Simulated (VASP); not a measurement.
# CoO in VASP: settings compared

The runs below take CoO through single point, with PBEsol, RPBE.

All numbers are computed with VASP 6.6.1; they aren't measurements. Logs are shortened: lines on timing, memory, paths and dates and some standing lists are left out, and cuts for length are marked.

### Step 1. The cell of the first run

The typed cell holds 2 atoms: a = 3.036 Å, b = 3.036 Å, c = 2.840 Å, α = 90.00°, β = 57.70°, γ = 120.00°.

### Step 2. Single point, PBEsol, collinear spin, ferromagnetic start

Input file INCAR:

```
SYSTEM = CoO
PREC     = Accurate       ! precision mode
ENCUT    = 520            ! plane-wave cutoff, eV
EDIFF    = 1E-6           ! SCF threshold, eV
ISMEAR   = 0              ! smearing method
SIGMA    = 0.1            ! smearing width, eV
LREAL    = .FALSE.        ! projectors in reciprocal space
LASPH    = .TRUE.         ! aspherical terms in the spheres
NELM     = 150            ! most SCF steps
ALGO     = Normal         ! electronic algorithm
ISIF     = 2              ! what is computed and relaxed
LWAVE    = .FALSE.        ! write WAVECAR
LCHARG   = .FALSE.        ! write CHGCAR
ISPIN    = 2              ! spin polarisation
MAGMOM   = 2.51 0.3       ! initial moments
LORBIT   = 11             ! projections on sites
LMAXMIX  = 4              ! l up to which the mixer works
GGA      = PS             ! functional
NBANDS   = 18             ! bands
```

Input file KPOINTS:

```
Automatic mesh
0
G
  12 12 15
  0 0 0
```

Input file POSCAR:

```
CoO
1.0
    3.0358717159     -0.0000000055     -0.0002390726
   -1.5179358626      2.6291420367      0.0000000000
    1.5177530802      0.8762751494      2.2344990563
Co O
1 1
Direct
    0.0000000000      0.0000000000      0.0000000000
    0.0000000000      0.5000000000      0.5000000000
```

Potentials or basis: VASP PAW PBE potentials, release 64 (Co, O).

On the command line:

```
cat potpaw_PBE.64/Co/POTCAR potpaw_PBE.64/O/POTCAR > POTCAR
mpirun -np 1 vasp_std > vasp.out
```

OUTCAR:

```text
SYSTEM = CoO
   PREC = Accurate
   ENCUT = 520
   EDIFF = 1E-6
   ISMEAR = 0
   LREAL = .FALSE.
   LASPH = .TRUE.
   NELM = 150
   ISIF = 2
   ISPIN = 2
   LORBIT = 11
   GGA = PS

 ion  position               nearest neighbor table
   1  0.000  0.000  0.000-   2 2.08   2 2.08   2 2.08   2 2.08   2 2.08   2 2.08
   2  0.000  0.500  0.500-   1 2.08   1 2.08   1 2.08   1 2.08   1 2.08   1 2.08

  LATTYP: Found a base centered monoclinic cell.
 ALAT       =     4.8010280402
 B/A-ratio  =     0.6323378451
 C/A-ratio  =     0.5914966488
 COS(beta)  =    -0.5071540529

  Lattice vectors:

 A1 = (   1.5181186357,  -0.8762751549,  -2.2347381289)
 A2 = (   0.0001827731,   1.7528668818,  -2.2347381289)
 A3 = (   1.5177530802,   0.8762751494,   2.2344990563)

Analysis of symmetry for initial positions (statically):
=====================================================================
 Subroutine PRICEL returns:
 Original cell was already a primitive cell.

 Routine SETGRP: Setting up the symmetry group for a
 base centered monoclinic supercell.

 Subroutine GETGRP returns: Found  4 space group operations
 (whereof  4 operations were pure point group operations)
 out of a pool of  4 trial point group operations.

The static configuration has the point symmetry C_2h.

Analysis of symmetry for dynamics (positions and initial velocities):
=====================================================================
 Subroutine PRICEL returns:
 Original cell was already a primitive cell.

 Routine SETGRP: Setting up the symmetry group for a
 base centered monoclinic supercell.

 Subroutine GETGRP returns: Found  4 space group operations
 (whereof  4 operations were pure point group operations)
 out of a pool of  4 trial point group operations.

The dynamic configuration has the point symmetry C_2h.

Analysis of structural, dynamic, and magnetic symmetry:
=====================================================================
 Subroutine PRICEL returns:
 Original cell was already a primitive cell.

 Routine SETGRP: Setting up the symmetry group for a
 base centered monoclinic supercell.

 Subroutine GETGRP returns: Found  4 space group operations
 (whereof  4 operations were pure point group operations)
 out of a pool of  4 trial point group operations.

The overall configuration has the point symmetry C_2h.

 Subroutine INISYM returns: Found  4 space group operations
 (whereof  4 operations are pure point group operations),
 and found     1 'primitive' translations

----------------------------------------------------------------------------------------

                                     Primitive cell

  volume of cell :      17.8365

  direct lattice vectors                    reciprocal lattice vectors
     3.035871716 -0.000000005 -0.000239073     0.329371192  0.190162547 -0.298294534
    -1.517935863  2.629142037  0.000000000    -0.000011745  0.380345435 -0.149147267
     1.517753080  0.876275149  2.234499056     0.000035240  0.000020346  0.447495685

  length of vectors
     3.035871725  3.035871725  2.839791996     0.483349569  0.408543214  0.447495687

  position of ions in fractional coordinates (direct lattice)
     0.000000000  0.000000000  0.000000000
     0.000000000  0.500000000  0.500000000

  ion indices of the primitive-cell ions
   primitive index   ion index
                 1           1
                 2           2

----------------------------------------------------------------------------------------

 KPOINTS: Automatic mesh

Automatic generation of k-mesh.
 Grid dimensions read from file:
 generate k-points for:   12   12   15

 Generating k-lattice:

  Cartesian coordinates                     Fractional coordinates (reciprocal lattice)
     0.027447599  0.015846879 -0.024857878     0.083333333  0.000000000  0.000000000
    -0.000000979  0.031695453 -0.012428939     0.000000000  0.083333333  0.000000000
     0.000002349  0.000001356  0.029833046     0.000000000 -0.000000000  0.066666667

  Length of vectors
     0.040279131  0.034045268  0.029833046

  Shift w.r.t. Gamma in fractional coordinates (k-lattice)
     0.000000000  0.000000000  0.000000000

 Subroutine IBZKPT returns following result:
 ===========================================

 Found    589 irreducible k-points:

 Following reciprocal coordinates:
            Coordinates               Weight
  0.000000  0.000000  0.000000      1.000000
  0.083333  0.000000  0.000000      2.000000
  0.166667  0.000000  0.000000      2.000000
  0.250000  0.000000  0.000000      2.000000
  0.333333  0.000000  0.000000      2.000000
  0.416667  0.000000  0.000000      2.000000
[... 16 lines left out ...]
  0.166667  0.250000  0.000000      4.000000
  0.250000  0.250000  0.000000      4.000000
 [... further k-points ...]
   k-points           NKPTS =    589   k-points in BZ     NKDIM =    589   number of bands    NBANDS=     18
   number of dos      NEDOS =    301   number of ions     NIONS =      2
   total plane-waves  NPLWV =  13824
   dimension x,y,z NGX =    24 NGY =   24 NGZ =   24
   dimension x,y,z NGXF=    48 NGYF=   48 NGZF=   48
   ions per type =               1   1
   NGX,Y,Z   is equivalent  to a cutoff of  13.14, 13.14, 14.05 a.u.
   NGXF,Y,Z  is equivalent  to a cutoff of  26.29, 26.29, 28.10 a.u.
 SYSTEM =  CoO
   PREC   = accura    normal or accurate (medium, high low for compatibility)
   ISTART =      0    job   : 0-new  1-cont  2-samecut
   ICHARG =      2    charge: 1-file 2-atom 10-const
   ISPIN  =      2    spin polarized calculation?
   LNONCOLLINEAR =      F non collinear calculations
   LSORBIT =      F    spin-orbit coupling
   LASPH  =      T    aspherical Exc in radial PAW
   ENCUT  =  520.0 eV  38.22 Ry    6.18 a.u.   5.64  5.64  5.28*2*pi/ulx,y,z
   NELM   =    150;   NELMIN=  2; NELMDL= -5     # of ELM steps
   EDIFF  = 0.1E-05   stopping-criterion for ELM
   LREAL  =      F    real-space projection
   EDIFFG = 0.1E-04   stopping-criterion for IOM
   NSW    =      0    number of steps for IOM
   IBRION =     -1    ionic relax: 0-MD 1-quasi-New 2-CG
   NFREE  =      0    steps in history (QN), initial steepest desc. (CG)
   ISIF   =      2    stress and relaxation
   ISYM   =      2    0-nonsym 1-usesym 2-fastsym
   POTIM  = 0.5000    time-step for ionic-motion
   TEBEG  =    0.0;   TEEND  =   0.0 temperature during run
   PSTRESS=    0.0 pullay stress
   NELECT =      15.0000    total number of electrons
   NUPDOWN=      -1.0000    fix difference up-down
   EMIN   =  10.00;   EMAX   =-10.00  energy-range for DOS
   EFERMI =   0.00;   METHOD = LEGACY
   ISMEAR =     0;   SIGMA  =   0.10  broadening in eV -4-tet -1-fermi 0-gaus
   EFERMI_NEDOS =   21; number of points for ismear=-14 and -15
   IALGO  =     38    algorithm
   IMIX   =      4    mixing-type and parameters
     AMIX     =   0.40;   BMIX     =  1.00
     AMIX_MAG =   1.60;   BMIX_MAG =  1.00
  volume/ion in A,a.u.               =       8.92        60.18
  Fermi-wavevector in a.u.,A,eV,Ry     =   1.545263  2.920123 32.488501  2.387837
  Thomas-Fermi vector in A             =   2.650666
   LORBIT       =     11    0 simple, 1 ext, 2 COOP (PROOUT), +10 PAW based schemes
   GGA     = PS    functional components
   LHFCALC =     F    Hartree Fock is set to
   AEXX    =    0.0000 exact exchange contribution
   IVDW    =     0    specifies the selected vdW correction
   LEPSILON=     F    determine dielectric tensor
   LRPA    =     F    only Hartree local field effects (RPA)
 spin polarized calculation
 Gauss-broadening in eV      SIGMA  =   0.10
  energy-cutoff  :      520.00
  volume of cell :       17.84
 maximum number of plane-waves:       495
   NGX = 11   NGY = 11   NGZ = 11

 number of electron      15.0000002 magnetization       2.6293389

 Free energy of the ion-electron system (eV)
  ---------------------------------------------------
  ext. energy  EPLUGINS =         0.00000000
  ---------------------------------------------------
  free energy    TOTEN  =       -14.01301971 eV

  energy without entropy =      -13.99613262  energy(sigma->0) =      -14.00457617

 E-fermi :   8.9352     XC(G=0): -13.1378

 val. band max:        8.9348730935   @ k =   0.0000   0.0000   0.4667
 cond. band min:       8.9355108982   @ k =   0.3333   0.1667   0.3333
 fundamental gap:      0.0006378048
 Fermi energy:         8.9351574690

 spin component 1

 k-point     1 :       0.0000    0.0000    0.0000
  band No.  band energies     occupation
      1     -12.0104      1.00000
      2       5.2078      1.00000
      3       5.2088      1.00000
      4       5.5347      1.00000
      5       5.5352      1.00000
      6       5.8235      1.00000
[... 10 lines left out ...]
     17      33.6216      0.00000
     18      34.8962      0.00000
[... 463 lines left out ...]
 k-point    24 :       0.2500    0.2500    0.0000
  band No.  band energies     occupation
      1     -10.5666      1.00000
      2       0.9591      1.00000
      3       2.3324      1.00000
      4       3.3914      1.00000
      5       5.8751      1.00000
      6       6.7415      1.00000
[... 10 lines left out ...]
     17      37.6417      0.00000
     18      39.6665      0.00000

 [... further k-points ...]

 spin component 2

 k-point     1 :       0.0000    0.0000    0.0000
  band No.  band energies     occupation
      1     -11.5714      1.00000
      2       5.6839      1.00000
      3       5.6855      1.00000
      4       6.3750      1.00000
      5       7.4248      1.00000
      6       7.4253      1.00000
[... 10 lines left out ...]
     17      34.5249      0.00000
     18      35.6857      0.00000
[... 463 lines left out ...]
 k-point    24 :       0.2500    0.2500    0.0000
  band No.  band energies     occupation
      1     -10.0763      1.00000
      2       1.4546      1.00000
      3       3.1328      1.00000
      4       4.4341      1.00000
      5       7.6015      1.00000
      6       8.7701      0.99020
[... 10 lines left out ...]
     17      38.1411      0.00000
     18      40.3065      0.00000

 [... further k-points ...]

------------------------ aborting loop because EDIFF is reached ----------------------------------------

  FORCE on cell =-STRESS in cart. coord.  units (eV):
  Direction    XX          YY          ZZ          XY          YZ          ZX
  --------------------------------------------------------------------------------------
  -------------------------------------------------------------------------------------
  Total        0.0417849      0.0415797     -0.0623174      0.0001778     -0.0006021     -0.0010428
  in kB        3.7533726      3.7349355     -5.5977213      0.0159670     -0.0540872     -0.0936672
  external PRESSURE =       0.6301956 kB  Pullay stress =       0.0000000 kB

 VOLUME and BASIS-vectors are now :
 -----------------------------------------------------------------------------
  energy-cutoff  :      520.00
  volume of cell :       17.84
      direct lattice vectors                 reciprocal lattice vectors
     3.035871716 -0.000000005 -0.000239073     0.329371192  0.190162547 -0.298294534
    -1.517935863  2.629142037  0.000000000    -0.000011745  0.380345435 -0.149147267
     1.517753080  0.876275149  2.234499056     0.000035240  0.000020346  0.447495685

 POSITION                                       TOTAL-FORCE (eV/Angst)
 -----------------------------------------------------------------------------------
      0.00000      0.00000      0.00000         0.000000      0.000000      0.000000
     -0.00009      1.75271      1.11725        -0.000000     -0.000000      0.000000
 -----------------------------------------------------------------------------------
    total drift:                                0.000000      0.000000      0.000000

  FREE ENERGIE OF THE ION-ELECTRON SYSTEM (eV)
  ---------------------------------------------------
  free  energy   TOTEN  =       -14.0130197085 eV

  energy  without entropy=      -13.9961326221  energy(sigma->0) =      -14.00457617

 total charge

# of ion       s       p       d       tot
------------------------------------------
    1        0.321   0.414   7.222   7.957
    2        1.553   3.424   0.000   4.978
--------------------------------------------------
tot          1.874   3.838   7.222  12.935

 magnetization (x)

# of ion       s       p       d       tot
------------------------------------------
    1        0.020   0.019   2.298   2.336
    2        0.030   0.220   0.000   0.250
--------------------------------------------------
tot          0.050   0.239   2.298   2.586
```

Run time: 8.6 min. Hardware: 1 thread of Intel Xeon 8259CL, shared host; peak memory 0.39 GiB.

Results:

* Free energy: -14.0130 eV
* Pressure: 0.1 GPa
* Net moment: 2.63 μB per cell
* Site moments: Co +2.34; O +0.25 μB
* Valence electrons inside the program's atomic spheres: Co 7.96; O 4.98

Stress tensor (GPa, compression positive):
```
 0.38  0.00 -0.01
 0.00  0.37 -0.01
-0.01 -0.01 -0.56
```

Levels at points of the mesh, in eV from the Fermi level:
Spin up:
```
           k point  band 5  band 6  band 7  band 8  band 9  band 10  band 11  band 12  band 13  band 14
(0.00, 0.00, 0.00)   -3.40   -3.11   -3.11   -3.11   -2.81     1.34    16.77    17.71    17.71    20.80
(0.50, 0.00, 0.00)   -4.18   -2.81   -2.17   -1.93   -1.91     6.29    10.04    12.10    15.68    17.57
(0.00, 0.50, 0.00)   -2.49   -2.25   -1.64    0.19    0.40     5.25     9.57    13.65    15.41    21.94
```
Spin down:
| k point | band 3 | band 4 | band 5 | band 6 | band 7 | band 8 | band 9 | band 10 |
| --- | --- | --- | --- | --- | --- | --- | --- | --- |
| (0.00, 0.00, 0.00) | -3.25 | -2.56 | -1.51 | -1.51 | -1.03 | -0.26 | -0.25 | 1.88 |
| (0.50, 0.00, 0.00) | -4.80 | -3.93 | -2.64 | 0.05 | 0.08 | 0.36 | 0.82 | 7.09 |
| (0.00, 0.50, 0.00) | -5.46 | -4.77 | -0.46 | -0.34 | 0.37 | 2.49 | 2.72 | 5.53 |

Caveat: the PAW data sets were made with another functional, which shifts forces and pressure a little; a cell with one magnetic atom can't hold antiferromagnetic order, which such compounds often take; semilocal functionals often make such compounds metallic where correlation or magnetic order opens a gap, which also shifts bond lengths. With open d or f shells a metallic result of PBEsol can be an artefact of self-interaction; +U or a hybrid may open a gap.

### Step 3. Single point, RPBE, collinear spin, ferromagnetic start

Input file INCAR:

```
SYSTEM = CoO
ALGO = Normal
EDIFF = 1E-6
ENCUT = 520
GGA = RP
ISIF = 2
ISMEAR = 0
ISPIN = 2
LASPH = .True.
LCHARG = .True.
LELF = .True.
LMAXMIX = 4
LORBIT = 11
LREAL = .False.
LVHAR = .True.
LWAVE = .False.
MAGMOM = 2.51 0.3
NBANDS = 18
NELM = 150
PREC = Accurate
SIGMA = 0.1
```

Input file KPOINTS:

```
k-points
0
Gamma
  12 12 15
  0 0 0
```

POSCAR is that of step 2.

Potentials or basis: VASP PAW PBE potentials, release 64 (Co, O).

On the command line:

```
cat potpaw_PBE.64/Co/POTCAR potpaw_PBE.64/O/POTCAR > POTCAR
mpirun -np 1 vasp_std > vasp.out
```

It took 9.2 min on 1 thread of Intel Xeon 8259CL, shared host; peak memory 0.39 GiB.

The run converged. Its results:

| Property | Result |
| --- | --- |
| Free energy | -12.1095 eV |
| Pressure | 17.4 GPa |
| Net moment | 2.63 μB per cell |
| Site moments | Co +2.36; O +0.23 μB |
| Valence electrons inside the program's atomic spheres | Co 7.94; O 5.02 |

Stress tensor (GPa, compression positive):
```
18.02  0.01 -0.01
 0.01 18.01  0.00
-0.01  0.00 16.31
```

Levels at points of the mesh, in eV from the Fermi level:
Spin up:
```
           k point  band 7  band 8  band 9  band 10  band 11  band 12
(0.00, 0.00, 0.00)   -3.11   -3.00   -2.74     1.54    17.13    17.97
(0.50, 0.00, 0.00)   -2.22   -1.92   -1.89     6.57    10.33    12.36
(0.00, 0.50, 0.00)   -1.63    0.19    0.40     5.54     9.81    13.98
```
Spin down:
```
           k point  band 3  band 4  band 5  band 6  band 7  band 8  band 9  band 10
(0.00, 0.00, 0.00)   -3.17   -2.49   -1.47   -1.47   -1.05    0.05    0.05     2.04
(0.50, 0.00, 0.00)   -4.70   -3.84   -2.58    0.04    0.08    0.61    1.10     7.40
(0.00, 0.50, 0.00)   -5.31   -4.63   -0.45   -0.37    0.37    2.71    2.94     5.75
```

Caveat: the cell stands under pressure; the PAW data sets were made with another functional, which shifts forces and pressure a little; a cell with one magnetic atom can't hold antiferromagnetic order, which such compounds often take; semilocal functionals often make such compounds metallic where correlation or magnetic order opens a gap, which also shifts bond lengths.
